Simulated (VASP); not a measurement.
# Hf (P6/mmm) in VASP: notebook, part 2 of 2

VASP 6.6.1. Earlier steps stand in the parts before.

## (3) Relaxation of cell and atoms, PBE+D3(BJ)

This run uses another cell than the first one, of 21.94 Å³/atom, 1.015 times its volume.

File INCAR:

```
SYSTEM = Hf
ALGO = Normal
EDIFF = 1E-6
EDIFFG = -0.005
ENCUT = 600
GGA = PE
IBRION = 2
ISIF = 3
ISMEAR = 0
IVDW = 12
LASPH = .True.
LCHARG = .False.
LREAL = .False.
LWAVE = .False.
NELM = 100
NSW = 100
PREC = Accurate
SIGMA = 0.1
```

File KPOINTS:

```
k-points
0
Gamma
  12 12 14
  0 0 0
```

File POSCAR:

```
Hf
1.0
    4.9623295440      0.0000000000      0.0000000000
   -2.4811647720      4.2975034470      0.0000000000
    0.0000000000      0.0000000000      3.0862322500
Hf
3
Direct
    0.6666666700      0.3333333300      0.5000000000
    0.3333333300      0.6666666700      0.5000000000
    0.0000000000      0.0000000000      0.0000000000
```

Potentials or basis: VASP PAW PBE potentials, release 64 (Hf_pv).

Run with:

```
> cat potpaw_PBE.64/Hf_pv/POTCAR > POTCAR
> mpirun -np 1 vasp_std > vasp.out
```

OUTCAR:

```text
SYSTEM = Hf
   EDIFF = 1E-6
   EDIFFG = -0.005
   ENCUT = 600
   GGA = PE
   IBRION = 2
   ISIF = 3
   ISMEAR = 0
   IVDW = 12
   LASPH = .True.
   LREAL = .False.
   NELM = 100
   NSW = 100
   PREC = Accurate
 IVDW          = 12

 ion  position               nearest neighbor table
   1  0.667  0.333  0.500-   2 2.87   2 2.87   2 2.87   3 3.25   3 3.25   3 3.25   3 3.25   3 3.25
                             3 3.25
   2  0.333  0.667  0.500-   1 2.87   1 2.87   1 2.87   3 3.25   3 3.25   3 3.25   3 3.25   3 3.25
                             3 3.25
   3  0.000  0.000  0.000-   1 3.25   2 3.25   1 3.25   2 3.25   2 3.25   2 3.25   1 3.25   1 3.25
                             1 3.25   1 3.25   2 3.25   2 3.25

  LATTYP: Found a hexagonal cell.
 ALAT       =     4.9623295440
 C/A-ratio  =     0.6219321435

  Lattice vectors:

 A1 = (   4.9623295440,   0.0000000000,   0.0000000000)
 A2 = (  -2.4811647720,   4.2975034470,   0.0000000000)
 A3 = (   0.0000000000,   0.0000000000,   3.0862322500)

Analysis of symmetry for initial positions (statically):
=====================================================================
 Subroutine PRICEL returns:
 Original cell was already a primitive cell.

 Routine SETGRP: Setting up the symmetry group for a
 hexagonal supercell.

 Subroutine GETGRP returns: Found 24 space group operations
 (whereof 24 operations were pure point group operations)
 out of a pool of 24 trial point group operations.

The static configuration has the point symmetry D_6h.

Analysis of symmetry for dynamics (positions and initial velocities):
=====================================================================
 Subroutine PRICEL returns:
 Original cell was already a primitive cell.

 Routine SETGRP: Setting up the symmetry group for a
 hexagonal supercell.

 Subroutine GETGRP returns: Found 24 space group operations
 (whereof 24 operations were pure point group operations)
 out of a pool of 24 trial point group operations.

The dynamic configuration has the point symmetry D_6h.

 Subroutine INISYM returns: Found 24 space group operations
 (whereof 24 operations are pure point group operations),
 and found     1 'primitive' translations

----------------------------------------------------------------------------------------

                                     Primitive cell

  volume of cell :      65.8158

  direct lattice vectors                    reciprocal lattice vectors
     4.962329544  0.000000000  0.000000000     0.201518257  0.116346620  0.000000000
    -2.481164772  4.297503447  0.000000000     0.000000000  0.232693240  0.000000000
     0.000000000  0.000000000  3.086232250     0.000000000  0.000000000  0.324019685

  length of vectors
     4.962329544  4.962329544  3.086232250     0.232693240  0.232693240  0.324019685

  position of ions in fractional coordinates (direct lattice)
     0.666666670  0.333333330  0.500000000
     0.333333330  0.666666670  0.500000000
     0.000000000  0.000000000  0.000000000

  ion indices of the primitive-cell ions
   primitive index   ion index
                 1           1
                 2           2
                 3           3

----------------------------------------------------------------------------------------

 KPOINTS: k-points

Automatic generation of k-mesh.
 Grid dimensions read from file:
 generate k-points for:   12   12   14

 Generating k-lattice:

  Cartesian coordinates                     Fractional coordinates (reciprocal lattice)
     0.016793188  0.009695552  0.000000000     0.083333333  0.000000000  0.000000000
     0.000000000  0.019391103  0.000000000     0.000000000  0.083333333  0.000000000
     0.000000000  0.000000000  0.023144263     0.000000000  0.000000000  0.071428571

  Length of vectors
     0.019391103  0.019391103  0.023144263

  Shift w.r.t. Gamma in fractional coordinates (k-lattice)
     0.000000000  0.000000000  0.000000000

 Subroutine IBZKPT returns following result:
 ===========================================

 Found    152 irreducible k-points:

 Following reciprocal coordinates:
            Coordinates               Weight
  0.000000  0.000000  0.000000      1.000000
  0.083333 -0.000000  0.000000      6.000000
  0.166667 -0.000000  0.000000      6.000000
  0.250000 -0.000000  0.000000      6.000000
  0.333333  0.000000  0.000000      6.000000
  0.416667 -0.000000  0.000000      6.000000
[... 16 lines left out ...]
  0.250000 -0.000000  0.071429     12.000000
  0.333333  0.000000  0.071429     12.000000
 [... further k-points ...]
   k-points           NKPTS =    152   k-points in BZ     NKDIM =    152   number of bands    NBANDS=     19
   number of dos      NEDOS =    301   number of ions     NIONS =      3
   total plane-waves  NPLWV =  44800
   dimension x,y,z NGX =    40 NGY =   40 NGZ =   28
   dimension x,y,z NGXF=    80 NGYF=   80 NGZF=   56
   ions per type =               3
   NGX,Y,Z   is equivalent  to a cutoff of  13.40, 13.40, 15.08 a.u.
   NGXF,Y,Z  is equivalent  to a cutoff of  26.80, 26.80, 30.17 a.u.
 SYSTEM =  Hf
   PREC   = accura    normal or accurate (medium, high low for compatibility)
   ISTART =      0    job   : 0-new  1-cont  2-samecut
   ICHARG =      2    charge: 1-file 2-atom 10-const
   ISPIN  =      1    spin polarized calculation?
   LNONCOLLINEAR =      F non collinear calculations
   LSORBIT =      F    spin-orbit coupling
   LASPH  =      T    aspherical Exc in radial PAW
   ENCUT  =  600.0 eV  44.10 Ry    6.64 a.u.   9.91  9.91  6.16*2*pi/ulx,y,z
   NELM   =    100;   NELMIN=  2; NELMDL= -5     # of ELM steps
   EDIFF  = 0.1E-05   stopping-criterion for ELM
   LREAL  =      F    real-space projection
   EDIFFG = -.5E-02   stopping-criterion for IOM
   NSW    =    100    number of steps for IOM
   IBRION =      2    ionic relax: 0-MD 1-quasi-New 2-CG
   NFREE  =      1    steps in history (QN), initial steepest desc. (CG)
   ISIF   =      3    stress and relaxation
   ISYM   =      2    0-nonsym 1-usesym 2-fastsym
   POTIM  = 0.5000    time-step for ionic-motion
   TEBEG  =    0.0;   TEEND  =   0.0 temperature during run
   PSTRESS=    0.0 pullay stress
   NELECT =      30.0000    total number of electrons
   NUPDOWN=      -1.0000    fix difference up-down
   EMIN   =  10.00;   EMAX   =-10.00  energy-range for DOS
   EFERMI =   0.00;   METHOD = LEGACY
   ISMEAR =     0;   SIGMA  =   0.10  broadening in eV -4-tet -1-fermi 0-gaus
   EFERMI_NEDOS =   21; number of points for ismear=-14 and -15
   IALGO  =     38    algorithm
   IMIX   =      4    mixing-type and parameters
     AMIX     =   0.40;   BMIX     =  1.00
     AMIX_MAG =   1.60;   BMIX_MAG =  1.00
  volume/ion in A,a.u.               =      21.94       148.05
  Fermi-wavevector in a.u.,A,eV,Ry     =   1.259907  2.380879 21.597416  1.587365
  Thomas-Fermi vector in A             =   2.393443
   LORBIT       =      0    0 simple, 1 ext, 2 COOP (PROOUT), +10 PAW based schemes
   GGA     = PE    functional components
   LHFCALC =     F    Hartree Fock is set to
   AEXX    =    0.0000 exact exchange contribution
   IVDW    =    12    specifies the selected vdW correction
   LEPSILON=     F    determine dielectric tensor
   LRPA    =     F    only Hartree local field effects (RPA)
 conjugate gradient relaxation of ions
 non-spin polarized calculation
 Gauss-broadening in eV      SIGMA  =   0.10
  energy-cutoff  :      600.00
  volume of cell :       65.82
 maximum number of plane-waves:      2220
 NGX is ok and might be reduce to    40
   NGX = 19   NGY = 19   NGZ = 13

--------------------------------------- Ionic step        1  -------------------------------------------

 number of electron      30.0000002 magnetization

 Free energy of the ion-electron system (eV)
  ---------------------------------------------------
  ext. energy  EPLUGINS =         0.00000000
  ---------------------------------------------------
  free energy    TOTEN  =       -29.64538120 eV

  energy without entropy =      -29.63305178  energy(sigma->0) =      -29.63921649

------------------------ aborting loop because EDIFF is reached ----------------------------------------

 Edisp (eV)   -1.37793

 E8    (eV) :    -0.7391
[... 73 lines left out ...]
--------------------------------------- Ionic step        3  -------------------------------------------

 number of electron      30.0000001 magnetization

 Free energy of the ion-electron system (eV)
  ---------------------------------------------------
  ext. energy  EPLUGINS =         0.00000000
  ---------------------------------------------------
  free energy    TOTEN  =       -29.62651146 eV

  energy without entropy =      -29.61432093  energy(sigma->0) =      -29.62041619

 E-fermi :   4.9875     XC(G=0): -11.4564

 val. band max:        4.9857237046   @ k =   0.4167  -0.0000   0.0000
 cond. band min:       4.9917966971   @ k =   0.0833  -0.0000   0.0714
 fundamental gap:      0.0060729926
 Fermi energy:         4.9874780857

 k-point     1 :       0.0000    0.0000    0.0000
  band No.  band energies     occupation
      1     -25.6671      2.00000
      2     -25.6671      2.00000
      3     -25.6342      2.00000
      4     -25.6342      2.00000
      5     -25.2337      2.00000
      6     -24.9789      2.00000
[... 505 lines left out ...]
      6     -25.0286      2.00000
[... 11 lines left out ...]
     18       6.0361      0.00000
     19       6.7392      0.00000

 [... further k-points ...]

------------------------ aborting loop because EDIFF is reached ----------------------------------------

 Edisp (eV)   -1.40466

 E8    (eV) :    -0.7537
[... 26 lines left out ...]
  FREE ENERGIE OF THE ION-ELECTRON SYSTEM (eV)
  ---------------------------------------------------
  free  energy   TOTEN  =       -31.0311677037 eV

  energy  without entropy=      -31.0189771779  energy(sigma->0) =      -31.02507244

 reached required accuracy - stopping structural energy minimisation
```

OSZICAR:

```text
N       E                     dE             d eps       ncg     rms          rms(c)
DAV:   1     0.106597186144E+03    0.10660E+03   -0.18348E+04  5784   0.168E+03
[... 23 lines left out ...]
DAV:   1    -0.296867552702E+02   -0.10507E+00   -0.15787E+00  5776   0.999E+00    0.426E+00
DAV:   2    -0.296428923715E+02    0.43863E-01   -0.11552E-01  5935   0.247E+00    0.919E-01
DAV:   3    -0.296296948787E+02    0.13197E-01   -0.20626E-02  5853   0.102E+00    0.348E-01
DAV:   4    -0.296266402058E+02    0.30547E-02   -0.74004E-03  6105   0.607E-01    0.213E-01
DAV:   5    -0.296265414729E+02    0.98733E-04   -0.45958E-04  7457   0.137E-01    0.162E-01
DAV:   6    -0.296265136611E+02    0.27812E-04   -0.18979E-04  7009   0.943E-02    0.333E-02
DAV:   7    -0.296265113221E+02    0.23390E-05   -0.17582E-05  7028   0.320E-02    0.217E-02
DAV:   8    -0.296265114569E+02   -0.13473E-06   -0.89665E-07  3519   0.846E-03
   3 F= -.31031168E+02 E0= -.31025072E+02  d E =-.785651E-02
```

CONTCAR:

```text
Hf
   1.00000000000000
     4.9327259149410194    0.0000000000000000    0.0000000000000000
    -2.4663629574705097    4.2718659521916793   -0.0000000000000000
    -0.0000000000000000    0.0000000000000000    3.0663194320629730
  Hf
     3
Direct
     0.6666666699999979    0.3333333300000021    0.5000000000000000
     0.3333333300000021    0.6666666699999979    0.5000000000000000
     0.0000000000000000    0.0000000000000000    0.0000000000000000

  0.00000000E+00  0.00000000E+00  0.00000000E+00
  0.00000000E+00  0.00000000E+00  0.00000000E+00
  0.00000000E+00  0.00000000E+00  0.00000000E+00
```

Run time: 6.4 min. Hardware: 1 thread of Intel Xeon Platinum 8259CL at 2.50GHz (Skylake/Cascade Lake), shared host; peak memory 0.35 GiB.

Results:

```yaml
Free_energy: -31.0312 eV
Relaxed_volume: 21.54 Å³/atom
Relaxed_cell: a = 4.933 Å, b = 4.933 Å, c = 3.066 Å, α = 90.00°, β = 90.00°, γ = 120.00°
Space_group_after_relaxing_to_0.05_Å: P6/mmm (No. 191)
Energy_gained_by_relaxing: 2.6 meV/atom
Ionic_steps: 3
Pressure_after_relaxing: 0.0 GPa
Band_gap_on_the_k_mesh: zero (band 15 reaches 5.39 eV, above the bottom of band 16 at 4.39 eV)
Dispersion_energy_per_atom: -0.468 eV
```

Step by step:
| step | energy change (eV) | largest force (eV/Å) | pressure (GPa) | volume (Å³) |
| --- | --- | --- | --- | --- |
| 1 | 0.0000 | 0.0000 | -2.05 | 65.82 |
| 2 | 0.0038 | 0.0000 | 2.66 | 63.18 |
| 3 | -0.0079 | 0.0000 | 0.00 | 64.61 |

Final structure:
```yaml
crystal:
  lattice:
    - [4.93273, 0.00000, 0.00000]
    - [-2.46636, 4.27187, 0.00000]
    - [0.00000, 0.00000, 3.06632]
  atoms:
    - { symbol: Hf, position: [0.66667, 0.33333, 0.50000] }
    - { symbol: Hf, position: [0.33333, 0.66667, 0.50000] }
    - { symbol: Hf, position: [0.00000, 0.00000, 0.00000] }
```

Caveat: spin-orbit coupling is left out, which moves the levels of the heavy elements; pairwise dispersion overbinds metals, which lowers pressure and volume.

## (4) Single point, PBE+D3(BJ)

This run uses another cell than the first one, of 21.94 Å³/atom, 1.015 times its volume.

File INCAR:

```
  PREC = Accurate
  ENCUT = 520
  EDIFF = 1E-7
  ISMEAR = 0
  SIGMA = 0.1
  LREAL = False
  LASPH = True
  NELM = 100
  ALGO = Normal
  ISIF = 2
  LWAVE = False
  LCHARG = True
  GGA = PE
  IVDW = 12
  LELF = True
  LVHAR = True
  NBANDS = 22
```

File KPOINTS:

```
regular mesh
0
Gamma
  6 6 6
```

POSCAR is that of step 3.

Run with:

```
> cat potpaw_PBE.64/Hf_pv/POTCAR > POTCAR
> mpirun -np 1 vasp_std > vasp.out
```

Run time: 40 s. Hardware: 1 thread of Intel Xeon Platinum 8259CL at 2.50GHz (Skylake/Cascade Lake), shared host; peak memory 0.2 GiB.

The run converged. Its results:

```yaml
Free_energy: -31.0287 eV
Pressure: -2.0 GPa
Band_gap_on_the_k_mesh: zero (band 15 reaches 5.16 eV, above the bottom of band 16 at 4.25 eV)
Dispersion_energy_per_atom: -0.459 eV
```

Stress tensor (GPa, compression positive):
```
-2.18  0.00  0.00
 0.00 -2.18  0.00
 0.00  0.00 -1.52
```

Levels at points of the mesh, in eV from the Fermi level:
```csv
k point,band 13,band 14,band 15,band 16,band 17,band 18
"(0.00, 0.00, 0.00)",-0.60,-0.58,-0.57,-0.57,1.16,2.19
"(0.50, 0.00, 0.00)",-0.43,-0.37,-0.31,0.23,0.92,1.12
"(0.00, 0.00, 0.50)",-2.15,-1.86,-1.86,1.43,1.43,2.06
"(0.50, 0.00, 0.50)",-1.37,-0.74,-0.67,0.55,0.64,1.16
```

Caveat: spin-orbit coupling is left out, which moves the levels of the heavy elements; pairwise dispersion overbinds metals, which lowers pressure and volume.

## (5) Summary

```tsv
task	cell	k mesh	cutoff (eV)	gap on the mesh (eV)	pressure (GPa)
single point	a = 4.941, b = 4.941, c = 3.068 Å, angles 90.0, 90.0, 120.0°, 3 atoms	12 × 12 × 14	520	none	-0.4
relaxation of cell and atoms	relaxed from a = 4.962, b = 4.962, c = 3.086 Å, angles 90.0, 90.0, 120.0°, 3 atoms	12 × 12 × 14	600	none	0.0
single point	a = 4.962, b = 4.962, c = 3.086 Å, angles 90.0, 90.0, 120.0°, 3 atoms	6 × 6 × 6	520	none	-2.0
```

Alike in all rows: level PBE+D3(BJ); potentials or basis VASP PAW PBE potentials, release 64 (Hf_pv); no spin polarisation; smearing gaussian 0.1 eV.

Caveats: spin-orbit coupling is left out, which moves the levels of the heavy elements; pairwise dispersion overbinds metals, which lowers pressure and volume.

Total energies depend on the potentials used, so only differences within one code and one set of settings carry meaning.
